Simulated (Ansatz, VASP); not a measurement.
## One calculation of Al6H, two programs

The input INCAR:

```
PREC = Accurate ; ENCUT = 520
EDIFF = 1E-6 ; ISMEAR = 0
SIGMA = 0.1 ; LREAL = False
LASPH = True ; NELM = 80
ALGO = Normal ; ISIF = 2
LWAVE = False ; LCHARG = False
LDIPOL = True ; IDIPOL = 3
DIPOL = 0.5 0.5 0.297 ; GGA = PE
NBANDS = 32
```

The input KPOINTS:

```
regular mesh
0
Gamma
  5 5 1
```

Contents of POSCAR:

```
Al6H
1.0
    5.7135165837      0.0000000000      0.0000000000
    0.0000000000      5.7135165837      0.0000000000
    0.0000000000      0.0000000000     22.1746954375
Al H
12 2
Direct
    0.2500000000      0.2500000000      0.1803857921
    0.2500000000      0.7500000000      0.1803857921
    0.7500000000      0.2500000000      0.1803857921
    0.7500000000      0.7500000000      0.1803857921
    0.0000000000      0.0000000000      0.2744050924
    0.0000000000      0.5000000000      0.2744050924
    0.5000000000      0.0000000000      0.2744050924
    0.5000000000      0.5000000000      0.2744050924
    0.2500000000      0.2500000000      0.3686497278
    0.2500000000      0.7500000000      0.3686497278
    0.7500000000      0.2500000000      0.3686497278
    0.7500000000      0.7500000000      0.3686497278
    0.0000000000     -0.0656338342      0.4322357195
    0.0000000000      0.0656338342      0.4322357195
```

Input for Ansatz:

```yaml
crystal:
  lattice:
    - [5.7135165837, 0.0, 0.0]
    - [0.0, 5.7135165837, 0.0]
    - [0.0, 0.0, 22.1746954375]
  atoms:
    - { symbol: Al, position: [0.25, 0.25, 0.1803857921] }
    - { symbol: Al, position: [0.25, 0.75, 0.1803857921] }
    - { symbol: Al, position: [0.75, 0.25, 0.1803857921] }
    - { symbol: Al, position: [0.75, 0.75, 0.1803857921] }
    - { symbol: Al, position: [0.0, 0.0, 0.2744050924] }
    - { symbol: Al, position: [0.0, 0.5, 0.2744050924] }
    - { symbol: Al, position: [0.5, 0.0, 0.2744050924] }
    - { symbol: Al, position: [0.5, 0.5, 0.2744050924] }
    - { symbol: Al, position: [0.25, 0.25, 0.3686497278] }
    - { symbol: Al, position: [0.25, 0.75, 0.3686497278] }
    - { symbol: Al, position: [0.75, 0.25, 0.3686497278] }
    - { symbol: Al, position: [0.75, 0.75, 0.3686497278] }
    - { symbol: H, position: [0.0, -0.0656338342, 0.4322357195] }
    - { symbol: H, position: [0.0, 0.0656338342, 0.4322357195] }
basis:
  ecutwfc: 420
kpoints:
  mp_grid: { grid: [5, 5, 1] }
hamiltonian:
  xc: pbe
  pseudopotentials: { kind: paw, azcp: { folder: soft_1 } }
scf:
  occupations: { method: gaussian, width: 0.1 }
output:
  forces: true
  eigenvalues: true
efield:
  axis: 3
  dipole_correction: true
  ramp_width: 0.04
```

Alike in both runs: task single point; functional PBE; k mesh 5 × 5 × 1; occupations gaussian, width 0.1 eV; no spin polarisation.

|  | VASP | Ansatz |
| --- | --- | --- |
| version | VASP 6.6.1 | Ansatz 0.2.0 |
| potentials or method | VASP PAW PBE potentials, release 64 (Al, H), cutoff 520 eV | scalar-relativistic, plane waves, PAW |
| valence electrons in the cell | 38 | 38 |

```csv
,VASP,Ansatz,Ansatz less VASP
gap on the k mesh at the Fermi level (eV),none,none,-
rms of the force components (eV/Å),0.412,0.416,+0.0038
```

Atom by atom the forces differ by 0.005 eV/Å (rms over components). A gap of «none» marks a metal or a gap that the smearing closes. With one functional, cell and mesh, what is left measures potentials, basis and numerics.
